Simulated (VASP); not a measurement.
# F (C2/c) in VASP: a series of runs

F is run at these levels: PBE+D3(BJ); tasks: single point.

All numbers are computed with VASP 6.6.1; they aren't measurements. Logs are shortened: lines on timing, memory, paths and dates and some standing lists are left out, and cuts for length are marked.

**1. The cell of the first run**

Symmetry: C2/c, No. 15, monoclinic system. The conventional cell has a = 5.702 Å, b = 3.677 Å, c = 6.978 Å, α = 90.00°, β = 91.02°, γ = 90.00°. F (site symmetry 1) has 1 F at 1.46 Å within 1.9 Å.

**2. Single point, PBE+D3(BJ) (18.29 Å³/atom)**

The input, INCAR:

```
PREC = Accurate ; ENCUT = 520
EDIFF = 1E-7 ; ISMEAR = 0
SIGMA = 0.05 ; LREAL = F
LASPH = T ; NELM = 60
ALGO = Normal ; ISIF = 2
LWAVE = F ; LCHARG = T
GGA = PE ; IVDW = 12
LELF = T ; LVHAR = T
NBANDS = 22
```

The input, KPOINTS:

```
regular mesh
0
Gamma
  8 8 4
```

The input, POSCAR:

```
F
1.0
    2.8353901086     -1.8385628851      0.2992270380
    2.8353901086      1.8385628851      0.2992270380
   -0.8556037141      0.0000000000      6.9255694677
F
4
Direct
    0.9138648456      0.5855481450      0.0939279973
    0.4144518550      0.0861351544      0.4060720027
    0.0861351544      0.4144518550      0.9060720027
    0.5855481450      0.9138648456      0.5939279973
```

Potentials or basis: VASP PAW PBE potentials, release 64 (F).

Launch:

```sh
$ cat potpaw_PBE.64/F/POTCAR > POTCAR
$ mpirun -np 1 vasp_std > vasp.out
```

OUTCAR:

```text
PREC = Accurate
   ENCUT = 520
   EDIFF = 1E-7
   ISMEAR = 0
   LREAL = F
   LASPH = T
   NELM = 60
   ISIF = 2
   GGA = PE
   IVDW = 12
 IVDW          = 12

 ion  position               nearest neighbor table
   1  0.914  0.586  0.094-   3 1.46
   2  0.414  0.086  0.406-   4 1.46
   3  0.086  0.414  0.906-   1 1.46
   4  0.586  0.914  0.594-   2 1.46

  LATTYP: Found a base centered monoclinic cell.
 ALAT       =     5.7022710873
 B/A-ratio  =     0.6448528514
 C/A-ratio  =     1.2237617302
 COS(beta)  =    -0.0177751940

  Lattice vectors:

 A1 = (   2.8353901086,  -1.8385628851,   0.2992270380)
 A2 = (   2.8353901086,   1.8385628851,   0.2992270380)
 A3 = (  -0.8556037141,   0.0000000000,   6.9255694677)

Analysis of symmetry for initial positions (statically):
=====================================================================
 Subroutine PRICEL returns:
 Original cell was already a primitive cell.

 Routine SETGRP: Setting up the symmetry group for a
 base centered monoclinic supercell.

 Subroutine GETGRP returns: Found  4 space group operations
 (whereof  2 operations were pure point group operations)
 out of a pool of  4 trial point group operations.

The static configuration has the point symmetry S_2 .
 The point group associated with its full space group is C_2h.

Analysis of symmetry for dynamics (positions and initial velocities):
=====================================================================
 Subroutine PRICEL returns:
 Original cell was already a primitive cell.

 Routine SETGRP: Setting up the symmetry group for a
 base centered monoclinic supercell.

 Subroutine GETGRP returns: Found  4 space group operations
 (whereof  2 operations were pure point group operations)
 out of a pool of  4 trial point group operations.

The dynamic configuration has the point symmetry S_2 .
 The point group associated with its full space group is C_2h.

 Subroutine INISYM returns: Found  4 space group operations
 (whereof  2 operations are pure point group operations),
 and found     1 'primitive' translations

----------------------------------------------------------------------------------------

                                     Primitive cell

  volume of cell :      73.1480

  direct lattice vectors                    reciprocal lattice vectors
     2.835390109 -1.838562885  0.299227038     0.174073043 -0.271951536  0.021505458
     2.835390109  1.838562885  0.299227038     0.174073043  0.271951536  0.021505458
    -0.855603714  0.000000000  6.925569468    -0.015042044  0.000000000  0.142534123

  length of vectors
     3.392534063  3.392534063  6.978221132     0.323607087  0.323607087  0.143325641

  position of ions in fractional coordinates (direct lattice)
     0.913864846  0.585548145  0.093927997
     0.414451855  0.086135154  0.406072003
     0.086135154  0.414451855  0.906072003
     0.585548145  0.913864846  0.593927997

  ion indices of the primitive-cell ions
   primitive index   ion index
                 1           1
                 2           2
                 3           3
                 4           4

----------------------------------------------------------------------------------------

 KPOINTS: regular mesh

Automatic generation of k-mesh.
 Grid dimensions read from file:
 generate k-points for:    8    8    4

 Generating k-lattice:

  Cartesian coordinates                     Fractional coordinates (reciprocal lattice)
     0.021759130 -0.033993942  0.002688182     0.125000000 -0.000000000  0.000000000
     0.021759130  0.033993942  0.002688182    -0.000000000  0.125000000  0.000000000
    -0.003760511  0.000000000  0.035633531    -0.000000000 -0.000000000  0.250000000

  Length of vectors
     0.040450886  0.040450886  0.035831410

  Shift w.r.t. Gamma in fractional coordinates (k-lattice)
     0.000000000  0.000000000  0.000000000

 Subroutine IBZKPT returns following result:
 ===========================================

 Found     78 irreducible k-points:

 Following reciprocal coordinates:
            Coordinates               Weight
  0.000000  0.000000  0.000000      1.000000
  0.125000  0.000000 -0.000000      4.000000
  0.250000  0.000000 -0.000000      4.000000
  0.375000 -0.000000  0.000000      4.000000
  0.500000  0.000000 -0.000000      2.000000
  0.125000  0.125000 -0.000000      2.000000
[... 16 lines left out ...]
  0.125000 -0.000000  0.250000      4.000000
  0.250000  0.000000  0.250000      4.000000
 [... further k-points ...]
   k-points           NKPTS =     78   k-points in BZ     NKDIM =     78   number of bands    NBANDS=     22
   number of dos      NEDOS =    301   number of ions     NIONS =      4
   total plane-waves  NPLWV =  42336
   dimension x,y,z NGX =    28 NGY =   28 NGZ =   54
   dimension x,y,z NGXF=    56 NGYF=   56 NGZF=  108
   ions per type =               4
   NGX,Y,Z   is equivalent  to a cutoff of  13.72, 13.72, 12.86 a.u.
   NGXF,Y,Z  is equivalent  to a cutoff of  27.44, 27.44, 25.73 a.u.
 SYSTEM =  unknown system
   PREC   = accura    normal or accurate (medium, high low for compatibility)
   ISTART =      0    job   : 0-new  1-cont  2-samecut
   ICHARG =      2    charge: 1-file 2-atom 10-const
   ISPIN  =      1    spin polarized calculation?
   LNONCOLLINEAR =      F non collinear calculations
   LSORBIT =      F    spin-orbit coupling
   LASPH  =      T    aspherical Exc in radial PAW
   ENCUT  =  520.0 eV  38.22 Ry    6.18 a.u.   6.31  6.31 12.97*2*pi/ulx,y,z
   NELM   =     60;   NELMIN=  2; NELMDL= -5     # of ELM steps
   EDIFF  = 0.1E-06   stopping-criterion for ELM
   LREAL  =      F    real-space projection
   EDIFFG = 0.1E-05   stopping-criterion for IOM
   NSW    =      0    number of steps for IOM
   IBRION =     -1    ionic relax: 0-MD 1-quasi-New 2-CG
   NFREE  =      0    steps in history (QN), initial steepest desc. (CG)
   ISIF   =      2    stress and relaxation
   ISYM   =      2    0-nonsym 1-usesym 2-fastsym
   POTIM  = 0.5000    time-step for ionic-motion
   TEBEG  =    0.0;   TEEND  =   0.0 temperature during run
   PSTRESS=    0.0 pullay stress
   NELECT =      28.0000    total number of electrons
   NUPDOWN=      -1.0000    fix difference up-down
   EMIN   =  10.00;   EMAX   =-10.00  energy-range for DOS
   EFERMI =   0.00;   METHOD = LEGACY
   ISMEAR =     0;   SIGMA  =   0.05  broadening in eV -4-tet -1-fermi 0-gaus
   EFERMI_NEDOS =   21; number of points for ismear=-14 and -15
   IALGO  =     38    algorithm
   IMIX   =      4    mixing-type and parameters
     AMIX     =   0.40;   BMIX     =  1.00
     AMIX_MAG =   1.60;   BMIX_MAG =  1.00
  volume/ion in A,a.u.               =      18.29       123.41
  Fermi-wavevector in a.u.,A,eV,Ry     =   1.188666  2.246254 19.224053  1.412928
  Thomas-Fermi vector in A             =   2.324791
   LORBIT       =      0    0 simple, 1 ext, 2 COOP (PROOUT), +10 PAW based schemes
   GGA     = PE    functional components
   LHFCALC =     F    Hartree Fock is set to
   AEXX    =    0.0000 exact exchange contribution
   IVDW    =    12    specifies the selected vdW correction
   LEPSILON=     F    determine dielectric tensor
   LRPA    =     F    only Hartree local field effects (RPA)
 non-spin polarized calculation
 Gauss-broadening in eV      SIGMA  =   0.05
  energy-cutoff  :      520.00
  volume of cell :       73.15
 maximum number of plane-waves:      1988
 NGX is ok and might be reduce to    28
   NGX = 13   NGY = 13   NGZ = 25

 number of electron      28.0000008 magnetization

 Free energy of the ion-electron system (eV)
  ---------------------------------------------------
  ext. energy  EPLUGINS =         0.00000000
  ---------------------------------------------------
  free energy    TOTEN  =        -7.29890404 eV

  energy without entropy =       -7.29890404  energy(sigma->0) =       -7.29890404

 E-fermi :  -5.6532     XC(G=0):  -7.0882

 val. band max:       -5.9531642633   @ k =   0.0000   0.0000   0.0000
 cond. band min:      -3.3697888981   @ k =   0.0000   0.0000   0.0000
 fundamental gap:      2.5833753652
 Fermi energy:        -5.6532238507

 k-point     1 :       0.0000    0.0000    0.0000
  band No.  band energies     occupation
      1     -30.1008      2.00000
      2     -30.0138      2.00000
      3     -24.5841      2.00000
      4     -24.3605      2.00000
      5     -11.9878      2.00000
      6     -11.4693      2.00000
[... 14 lines left out ...]
     21      13.7030      0.00000
     22      14.0751      0.00000

 k-point     2 :       0.1250    0.0000   -0.0000
  band No.  band energies     occupation
      1     -30.0904      2.00000
      2     -30.0097      2.00000
      3     -24.5741      2.00000
      4     -24.3680      2.00000
      5     -11.9721      2.00000
      6     -11.4892      2.00000
[... 14 lines left out ...]
     21      12.7823      0.00000
     22      13.8522      0.00000

 k-point     3 :       0.2500    0.0000   -0.0000
  band No.  band energies     occupation
      1     -30.0635      2.00000
      2     -30.0016      2.00000
      3     -24.5470      2.00000
      4     -24.3896      2.00000
      5     -11.9248      2.00000
      6     -11.5475      2.00000
[... 14 lines left out ...]
     21      12.2289      0.00000
     22      12.5924      0.00000

 k-point     4 :       0.3750   -0.0000    0.0000
  band No.  band energies     occupation
      1     -30.0317      2.00000
      2     -29.9982      2.00000
      3     -24.5081      2.00000
      4     -24.4231      2.00000
      5     -11.8466      2.00000
      6     -11.6378      2.00000
[... 14 lines left out ...]
     21      10.6266      0.00000
     22      10.9456      0.00000

 k-point     5 :       0.5000    0.0000   -0.0000
  band No.  band energies     occupation
      1     -30.0084      2.00000
      2     -30.0072      2.00000
      3     -24.4659      2.00000
      4     -24.4633      2.00000
      5     -11.7467      2.00000
      6     -11.7431      2.00000
[... 14 lines left out ...]
     21       9.4594      0.00000
     22       9.4822      0.00000

 k-point     6 :       0.1250    0.1250   -0.0000
  band No.  band energies     occupation
      1     -30.0907      2.00000
      2     -30.0059      2.00000
      3     -24.5759      2.00000
      4     -24.3592      2.00000
      5     -11.9743      2.00000
      6     -11.4747      2.00000
[... 14 lines left out ...]
     21      13.8124      0.00000
     22      14.0322      0.00000

 k-point     7 :       0.2500    0.1250    0.0000
  band No.  band energies     occupation
      1     -30.0727      2.00000
      2     -29.9968      2.00000
      3     -24.5599      2.00000
      4     -24.3662      2.00000
      5     -11.9471      2.00000
      6     -11.5001      2.00000
[... 324 lines left out ...]
      6     -11.5904      2.00000
[... 14 lines left out ...]
     21      10.3010      0.00000
     22      10.3586      0.00000

 k-point    21 :       0.5000    0.5000   -0.0000
  band No.  band energies     occupation
      1     -30.0309      2.00000
      2     -29.9611      2.00000
      3     -24.5285      2.00000
      4     -24.3516      2.00000
      5     -11.8849      2.00000
      6     -11.5064      2.00000
[... 14 lines left out ...]
     21      10.0339      0.00000
     22      11.4392      0.00000

 k-point    22 :       0.0000    0.0000    0.2500
  band No.  band energies     occupation
      1     -30.0883      2.00000
      2     -30.0268      2.00000
      3     -24.5513      2.00000
      4     -24.3934      2.00000
      5     -11.9174      2.00000
      6     -11.5519      2.00000
[... 14 lines left out ...]
     21      14.1953      0.00000
     22      15.1062      0.00000

 k-point    23 :       0.1250   -0.0000    0.2500
  band No.  band energies     occupation
      1     -30.0786      2.00000
      2     -30.0218      2.00000
      3     -24.5438      2.00000
      4     -24.3983      2.00000
      5     -11.9052      2.00000
      6     -11.5648      2.00000
[... 14 lines left out ...]
     21      12.7144      0.00000
     22      13.8108      0.00000

 k-point    24 :       0.2500    0.0000    0.2500
  band No.  band energies     occupation
      1     -30.0544      2.00000
      2     -30.0111      2.00000
      3     -24.5235      2.00000
      4     -24.4132      2.00000
      5     -11.8689      2.00000
      6     -11.6024      2.00000
[... 14 lines left out ...]
     21      11.3387      0.00000
     22      12.0917      0.00000

 [... further k-points ...]

------------------------ aborting loop because EDIFF is reached ----------------------------------------

 Edisp (eV)   -0.09961

 E8    (eV) :    -0.0214

  FORCE on cell =-STRESS in cart. coord.  units (eV):
  Direction    XX          YY          ZZ          XY          YZ          ZX
  --------------------------------------------------------------------------------------
  -------------------------------------------------------------------------------------
  Total      -0.28181    -0.76663    -2.30986     0.00000     0.00000     0.26289
  in kB      -6.17263   -16.79160   -50.59350     0.00000     0.00000     5.75811
  external pressure =      -24.52 kB  Pullay stress =        0.00 kB

 VOLUME and BASIS-vectors are now :
 -----------------------------------------------------------------------------
  energy-cutoff  :      520.00
  volume of cell :       73.15
      direct lattice vectors                 reciprocal lattice vectors
     2.835390109 -1.838562885  0.299227038     0.174073043 -0.271951536  0.021505458
     2.835390109  1.838562885  0.299227038     0.174073043  0.271951536  0.021505458
    -0.855603714  0.000000000  6.925569468    -0.015042044  0.000000000  0.142534123

 POSITION                                       TOTAL-FORCE (eV/Angst)
 -----------------------------------------------------------------------------------
      4.17106     -0.60363      1.09917         0.095251     -0.367531     -0.740133
      1.07192     -0.60363      2.96207        -0.095251     -0.367531      0.740133
      0.64412      0.60363      6.42485        -0.095251      0.367531      0.740133
      3.74325      0.60363      4.56195         0.095251      0.367531     -0.740133
 -----------------------------------------------------------------------------------
    total drift:                                0.000000      0.000000      0.000000

  FREE ENERGIE OF THE ION-ELECTRON SYSTEM (eV)
  ---------------------------------------------------
  free  energy   TOTEN  =        -7.3985157186 eV

  energy  without entropy=       -7.3985157186  energy(sigma->0) =       -7.39851572
```

Run time: 44 s. Hardware: 1 thread of Intel Xeon 6975P-C (Granite Rapids), shared host; peak memory 0.24 GiB.

What came out:

```
Free energy                : -7.3985 eV
Pressure                   : -2.5 GPa
Largest force              : 0.832 eV/Å
Band gap on the k mesh     : 2.58 eV
Dispersion energy per atom : -0.025 eV
```

Forces in eV/Å, atoms in the order of the input:
```
F    0.095 -0.368 -0.740
F   -0.095 -0.368  0.740
F   -0.095  0.368  0.740
F    0.095  0.368 -0.740
```

A k mesh can miss the band edges.

[end of part 1 of 2]
